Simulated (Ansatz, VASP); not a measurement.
AlRu: VASP beside Ansatz

INCAR

```
SYSTEM = AlRu
PREC     = Accurate       ! precision mode
ENCUT    = 520            ! plane-wave cutoff, eV
EDIFF    = 1E-6           ! SCF threshold, eV
ISMEAR   = -1             ! smearing method
SIGMA    = 0.05           ! smearing width, eV
LREAL    = .False.        ! projectors in reciprocal space
LASPH    = .True.         ! aspherical terms in the spheres
NELM     = 80             ! most SCF steps
ALGO     = Normal         ! electronic algorithm
ISIF     = 2              ! what is computed and relaxed
LWAVE    = .False.        ! write WAVECAR
LCHARG   = .False.        ! write CHGCAR
GGA      = CA             ! functional
NBANDS   = 16             ! bands
```

The input KPOINTS:

```
Automatic mesh
0
Gamma
  9 9 9
  0 0 0
```

The input POSCAR:

```
AlRu
1.0
    3.0502737196      0.0000000000      0.0000000000
    0.0000000000      3.0502737196      0.0000000000
    0.0000000000      0.0000000000      3.0502737196
Ru Al
1 1
Direct
    0.5000000000      0.5000000000      0.5000000000
    0.0000000000      0.0000000000      0.0000000000
```

File input.yaml:

```yaml
crystal:
  lattice:
    - [3.0502737196, 0.0, 0.0]
    - [0.0, 3.0502737196, 0.0]
    - [0.0, 0.0, 3.0502737196]
  atoms:
    - { symbol: Ru, position: [0.5, 0.5, 0.5] }
    - { symbol: Al, position: [0.0, 0.0, 0.0] }
kpoints:
  mp_grid: { grid: [9, 9, 9] }
scf:
  occupations: { method: fermi_dirac, width: 0.05 }
hamiltonian:
  xc: lda
  pseudopotentials: { kind: all_electron, lapw: { basis_error: 0.001 } }
output:
  forces: true
  stress: true
  eigenvalues: true
```

Change from the starting cell: volume scaled by 1.06.

Alike in both runs: task single point; functional LDA; k mesh 9 × 9 × 9; occupations fermi-dirac, width 0.05 eV; no spin polarisation.

|  | VASP | Ansatz |
| --- | --- | --- |
| version | VASP 6.6.1 | Ansatz 0.2.0 |
| potentials or method | VASP PAW LDA potentials, release 64 (Ru_pv, Al), cutoff 520 eV | all-electron LAPW, scalar-relativistic |

```tsv
	VASP	Ansatz	Ansatz less VASP
gap on the k mesh at the Fermi level (eV)	none	none	-
pressure (GPa)	-17.8	-18.1	-0.32
```

LDA's correlation is that of Perdew and Zunger in VASP and of Perdew and Wang (1992) in Ansatz. A gap of «none» marks a metal or a gap that the smearing closes. Ansatz ran all-electron here, and VASP with PAW potentials.
